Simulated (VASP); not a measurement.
# FeO (R-3m) in VASP: settings compared

The runs below take FeO through single point, with PBE, PBEsol.

Everything below comes from runs of VASP 6.6.1. Logs are shortened: lines on timing, memory, paths and dates and some standing lists are left out, and cuts for length are marked.

**1. The cell of the first run**

The structure is trigonal, space group R-3m (No. 166). The conventional cell has a = 3.038 Å, b = 3.038 Å, c = 7.559 Å, α = 90.00°, β = 90.00°, γ = 120.00°. Fe (site symmetry -3m) has 6 O at 2.16 Å within 2.9 Å. Within 2.9 Å of O (site symmetry -3m) lie 6 Fe at 2.16 Å.

**2. Single point, PBE, collinear spin, ferromagnetic start**

INCAR reads:

```
  PREC = Accurate
  ENCUT = 600
  EDIFF = 1E-6
  ISMEAR = -1
  SIGMA = 0.05
  LREAL = False
  LASPH = True
  NELM = 200
  ALGO = Normal
  ISIF = 2
  LWAVE = False
  LCHARG = True
  ISPIN = 2
  MAGMOM = 4.5 0
  LORBIT = 11
  LMAXMIX = 4
  GGA = PE
  LELF = True
  LVHAR = True
  NBANDS = 22
  GGA_COMPAT = False
```

KPOINTS reads:

```
regular mesh
0
Gamma
  11 11 11
```

POSCAR reads:

```
FeO
1.0
    1.5188209023      0.8768916568      2.5195772846
   -1.5188209023      0.8768916568      2.5195772846
    0.0000000000     -1.7537833136      2.5195772846
Fe O
1 1
Direct
    0.0000000000      0.0000000000      0.0000000000
    0.5000000000      0.5000000000      0.5000000000
```

Potentials or basis: VASP PAW PBE potentials, release 64 (Fe_sv, O).

The run is started by

```bash
$ cat potpaw_PBE.64/Fe_sv/POTCAR potpaw_PBE.64/O/POTCAR > POTCAR
$ mpirun -np 1 vasp_std > vasp.out
```

OUTCAR:

```text
PREC = Accurate
   ENCUT = 600
   EDIFF = 1E-6
   ISMEAR = -1
   LREAL = False
   LASPH = True
   NELM = 200
   ISIF = 2
   ISPIN = 2
   LORBIT = 11
   GGA = PE

 ion  position               nearest neighbor table
   1  0.000  0.000  0.000-   2 2.16   2 2.16   2 2.16   2 2.16   2 2.16   2 2.16
   2  0.500  0.500  0.500-   1 2.16   1 2.16   1 2.16   1 2.16   1 2.16   1 2.16

  LATTYP: Found a trigonal (rhomboedric) cell.
 ALAT       =     3.0698575869
 COS(alpha) =     0.5104391626

  Lattice vectors:

 A1 = (   1.5188209023,   0.8768916568,   2.5195772846)
 A2 = (  -1.5188209023,   0.8768916568,   2.5195772846)
 A3 = (   0.0000000000,  -1.7537833136,   2.5195772846)

Analysis of symmetry for initial positions (statically):
=====================================================================
 Subroutine PRICEL returns:
 Original cell was already a primitive cell.

 Routine SETGRP: Setting up the symmetry group for a
 trigonal (rhombohedral) supercell.

 Subroutine GETGRP returns: Found 12 space group operations
 (whereof 12 operations were pure point group operations)
 out of a pool of 12 trial point group operations.

The static configuration has the point symmetry D_3d.

Analysis of symmetry for dynamics (positions and initial velocities):
=====================================================================
 Subroutine PRICEL returns:
 Original cell was already a primitive cell.

 Routine SETGRP: Setting up the symmetry group for a
 trigonal (rhombohedral) supercell.

 Subroutine GETGRP returns: Found 12 space group operations
 (whereof 12 operations were pure point group operations)
 out of a pool of 12 trial point group operations.

The dynamic configuration has the point symmetry D_3d.

Analysis of structural, dynamic, and magnetic symmetry:
=====================================================================
 Subroutine PRICEL returns:
 Original cell was already a primitive cell.

 Routine SETGRP: Setting up the symmetry group for a
 trigonal (rhombohedral) supercell.

 Subroutine GETGRP returns: Found 12 space group operations
 (whereof 12 operations were pure point group operations)
 out of a pool of 12 trial point group operations.

The overall configuration has the point symmetry D_3d.

 Subroutine INISYM returns: Found 12 space group operations
 (whereof 12 operations are pure point group operations),
 and found     1 'primitive' translations

----------------------------------------------------------------------------------------

                                     Primitive cell

  volume of cell :      20.1341

  direct lattice vectors                    reciprocal lattice vectors
     1.518820902  0.876891657  2.519577285     0.329202738  0.190065290  0.132297324
    -1.518820902  0.876891657  2.519577285    -0.329202738  0.190065290  0.132297324
     0.000000000 -1.753783314  2.519577285     0.000000000 -0.380130579  0.132297324

  length of vectors
     3.069857587  3.069857587  3.069857587     0.402494521  0.402494521  0.402494521

  position of ions in fractional coordinates (direct lattice)
     0.000000000  0.000000000  0.000000000
     0.500000000  0.500000000  0.500000000

  ion indices of the primitive-cell ions
   primitive index   ion index
                 1           1
                 2           2

----------------------------------------------------------------------------------------

 KPOINTS: regular mesh

Automatic generation of k-mesh.
 Grid dimensions read from file:
 generate k-points for:   11   11   11

 Generating k-lattice:

  Cartesian coordinates                     Fractional coordinates (reciprocal lattice)
     0.029927522  0.017278663  0.012027029     0.090909091 -0.000000000  0.000000000
    -0.029927522  0.017278663  0.012027029    -0.000000000  0.090909091  0.000000000
     0.000000000 -0.034557325  0.012027029     0.000000000  0.000000000  0.090909091

  Length of vectors
     0.036590411  0.036590411  0.036590411

  Shift w.r.t. Gamma in fractional coordinates (k-lattice)
     0.000000000  0.000000000  0.000000000

 Subroutine IBZKPT returns following result:
 ===========================================

 Found    146 irreducible k-points:

 Following reciprocal coordinates:
            Coordinates               Weight
  0.000000  0.000000  0.000000      1.000000
  0.090909  0.000000 -0.000000      6.000000
  0.181818  0.000000 -0.000000      6.000000
  0.272727  0.000000  0.000000      6.000000
  0.363636  0.000000  0.000000      6.000000
  0.454545  0.000000 -0.000000      6.000000
[... 16 lines left out ...]
 -0.272727  0.181818  0.000000     12.000000
 -0.181818  0.181818  0.000000      6.000000
 [... further k-points ...]
   k-points           NKPTS =    146   k-points in BZ     NKDIM =    146   number of bands    NBANDS=     22
   number of dos      NEDOS =    301   number of ions     NIONS =      2
   total plane-waves  NPLWV =  21952
   dimension x,y,z NGX =    28 NGY =   28 NGZ =   28
   dimension x,y,z NGXF=    56 NGYF=   56 NGZF=   56
   ions per type =               1   1
   NGX,Y,Z   is equivalent  to a cutoff of  15.16, 15.16, 15.16 a.u.
   NGXF,Y,Z  is equivalent  to a cutoff of  30.33, 30.33, 30.33 a.u.
 SYSTEM =  unknown system
   PREC   = accura    normal or accurate (medium, high low for compatibility)
   ISTART =      0    job   : 0-new  1-cont  2-samecut
   ICHARG =      2    charge: 1-file 2-atom 10-const
   ISPIN  =      2    spin polarized calculation?
   LNONCOLLINEAR =      F non collinear calculations
   LSORBIT =      F    spin-orbit coupling
   LASPH  =      T    aspherical Exc in radial PAW
   ENCUT  =  600.0 eV  44.10 Ry    6.64 a.u.   6.13  6.13  6.13*2*pi/ulx,y,z
   NELM   =    200;   NELMIN=  2; NELMDL= -5     # of ELM steps
   EDIFF  = 0.1E-05   stopping-criterion for ELM
   LREAL  =      F    real-space projection
   EDIFFG = 0.1E-04   stopping-criterion for IOM
   NSW    =      0    number of steps for IOM
   IBRION =     -1    ionic relax: 0-MD 1-quasi-New 2-CG
   NFREE  =      0    steps in history (QN), initial steepest desc. (CG)
   ISIF   =      2    stress and relaxation
   ISYM   =      2    0-nonsym 1-usesym 2-fastsym
   POTIM  = 0.5000    time-step for ionic-motion
   TEBEG  =    0.0;   TEEND  =   0.0 temperature during run
   PSTRESS=    0.0 pullay stress
   NELECT =      22.0000    total number of electrons
   NUPDOWN=      -1.0000    fix difference up-down
   EMIN   =  10.00;   EMAX   =-10.00  energy-range for DOS
   EFERMI =   0.00;   METHOD = LEGACY
   ISMEAR =    -1;   SIGMA  =   0.05  broadening in eV -4-tet -1-fermi 0-gaus
   EFERMI_NEDOS =   21; number of points for ismear=-14 and -15
   IALGO  =     38    algorithm
   IMIX   =      4    mixing-type and parameters
     AMIX     =   0.40;   BMIX     =  1.00
     AMIX_MAG =   1.60;   BMIX_MAG =  1.00
  volume/ion in A,a.u.               =      10.07        67.94
  Fermi-wavevector in a.u.,A,eV,Ry     =   1.686185  3.186428 38.684359  2.843220
  Thomas-Fermi vector in A             =   2.768895
   LORBIT       =     11    0 simple, 1 ext, 2 COOP (PROOUT), +10 PAW based schemes
   GGA     = PE    functional components
   LHFCALC =     F    Hartree Fock is set to
   AEXX    =    0.0000 exact exchange contribution
   IVDW    =     0    specifies the selected vdW correction
   LEPSILON=     F    determine dielectric tensor
   LRPA    =     F    only Hartree local field effects (RPA)
 spin polarized calculation
  energy-cutoff  :      600.00
  volume of cell :       20.13
 maximum number of plane-waves:       683
 NGX is ok and might be reduce to    28
   NGX = 13   NGY = 13   NGZ = 13

 number of electron      21.9999992 magnetization       4.0003990

 Free energy of the ion-electron system (eV)
  ---------------------------------------------------
  ext. energy  EPLUGINS =         0.00000000
  ---------------------------------------------------
  free energy    TOTEN  =       -15.03804124 eV

  energy without entropy =      -15.02638710  energy(sigma->0) =      -15.03221417

 E-fermi :   9.7376     XC(G=0): -12.4968

 val. band max:        9.7369039001   @ k =  -0.4545   0.1818  -0.0000
 cond. band min:       9.7386527015   @ k =   0.2727   0.0909   0.0909
 fundamental gap:      0.0017488014
 Fermi energy:         9.7375906486

 spin component 1

 k-point     1 :       0.0000    0.0000    0.0000
  band No.  band energies     occupation
      1     -80.1812      1.00000
      2     -46.2139      1.00000
      3     -46.1986      1.00000
      4     -46.1986      1.00000
      5     -11.0046      1.00000
      6       5.8176      1.00000
[... 14 lines left out ...]
     21      30.2988      0.00000
     22      33.2942      0.00000
[... 552 lines left out ...]
  band No.  band energies     occupation
      1     -80.1776      1.00000
      2     -46.2279      1.00000
      3     -46.2206      1.00000
      4     -46.2075      1.00000
      5     -10.3005      1.00000
      6       2.4566      1.00000
[... 14 lines left out ...]
     21      36.1148      0.00000
     22      37.8100      0.00000

 [... further k-points ...]

 spin component 2

 k-point     1 :       0.0000    0.0000    0.0000
  band No.  band energies     occupation
      1     -76.0185      1.00000
      2     -42.1343      1.00000
      3     -42.1343      1.00000
      4     -42.1341      1.00000
      5     -10.4826      1.00000
      6       6.3595      1.00000
[... 14 lines left out ...]
     21      31.8926      0.00000
     22      34.4135      0.00000
[... 552 lines left out ...]
  band No.  band energies     occupation
      1     -76.0142      1.00000
      2     -42.1711      1.00000
      3     -42.1495      1.00000
      4     -42.1378      1.00000
      5      -9.7634      1.00000
      6       3.3164      1.00000
[... 14 lines left out ...]
     21      36.9366      0.00000
     22      38.5286      0.00000

 [... further k-points ...]

------------------------ aborting loop because EDIFF is reached ----------------------------------------

  FORCE on cell =-STRESS in cart. coord.  units (eV):
  Direction    XX          YY          ZZ          XY          YZ          ZX
  --------------------------------------------------------------------------------------
  -------------------------------------------------------------------------------------
  Total       -0.4102116     -0.4102116     -0.5304884      0.0000000     -0.0000000      0.0000000
  in kB      -32.6427757    -32.6427757    -42.2138549      0.0000000     -0.0000000      0.0000000
  external PRESSURE =     -35.8331355 kB  Pullay stress =       0.0000000 kB

 VOLUME and BASIS-vectors are now :
 -----------------------------------------------------------------------------
  energy-cutoff  :      600.00
  volume of cell :       20.13
      direct lattice vectors                 reciprocal lattice vectors
     1.518820902  0.876891657  2.519577285     0.329202738  0.190065290  0.132297324
    -1.518820902  0.876891657  2.519577285    -0.329202738  0.190065290  0.132297324
     0.000000000 -1.753783314  2.519577285     0.000000000 -0.380130579  0.132297324

 POSITION                                       TOTAL-FORCE (eV/Angst)
 -----------------------------------------------------------------------------------
      0.00000      0.00000      0.00000        -0.000000      0.000000      0.000000
      0.00000      0.00000      3.77937         0.000000     -0.000000     -0.000000
 -----------------------------------------------------------------------------------
    total drift:                                0.000000      0.000000      0.000000

  FREE ENERGIE OF THE ION-ELECTRON SYSTEM (eV)
  ---------------------------------------------------
  free  energy   TOTEN  =       -15.0380412426 eV

  energy  without entropy=      -15.0263871022  energy(sigma->0) =      -15.03221417

 total charge

# of ion       s       p       d       tot
------------------------------------------
    1        2.102   5.996   5.512  13.610
    2        1.552   3.438   0.000   4.990
--------------------------------------------------
tot          3.655   9.434   5.512  18.600

 magnetization (x)

# of ion       s       p       d       tot
------------------------------------------
    1        0.015   0.010   3.451   3.476
    2        0.030   0.265   0.000   0.295
--------------------------------------------------
tot          0.045   0.276   3.451   3.772
```

Run time: 2.2 min. Hardware: 1 thread of Intel Xeon Platinum 8488C (Sapphire Rapids), shared host; peak memory 0.25 GiB.

Results:

| Property | Result |
| --- | --- |
| Free energy | -15.0380 eV |
| Pressure | -3.6 GPa |
| Band gap on the k mesh | zero (filled and empty bands overlap) |
| Net moment | 4.00 μB per cell |
| Site moments | Fe +3.48; O +0.29 μB |
| Valence electrons inside the program's atomic spheres | Fe 13.61; O 4.99 |

Stress tensor (GPa, compression positive):
```
-3.26  0.00  0.00
 0.00 -3.26  0.00
 0.00  0.00 -4.22
```

Caveat: the cell stands under tension; a cell with one magnetic atom can't hold antiferromagnetic order, which such compounds often take; semilocal functionals often make such compounds metallic where correlation or magnetic order opens a gap, which also shifts bond lengths. With open d or f shells a metallic result of PBE can be an artefact of self-interaction; +U or a hybrid may open a gap.

[end of part 1 of 2]
